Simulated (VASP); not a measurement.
Here is a VASP 6.6.1 calculation.

Contents of INCAR:

```
SYSTEM = Ta
PREC = Accurate ; ENCUT = 520
EDIFF = 1E-7 ; ISMEAR = 0
SIGMA = 0.1 ; LREAL = .FALSE.
LASPH = .TRUE. ; NELM = 60
ALGO = Normal ; ISIF = 2
LWAVE = .FALSE. ; LCHARG = .FALSE.
GGA = PE ; NBANDS = 12
```

KPOINTS

```
Automatic mesh
0
G
  8 8 8
  0 0 0
```

File POSCAR:

```
Ta
1.0
   -1.6120325793      1.6120325793      1.6120325793
    1.6120325793     -1.6120325793      1.6120325793
    1.6120325793      1.6120325793     -1.6120325793
Ta
1
Direct
    0.0000000000      0.0000000000      0.0000000000
```

Potentials or basis: VASP PAW PBE potentials, release 64 (Ta_pv).

The run is started by

```bash
$ cat potpaw_PBE.64/Ta_pv/POTCAR > POTCAR
$ mpirun -np 1 vasp_std > vasp.out
```

**Question.** Predict the pressure.

**Answer.** 18.8 GPa.
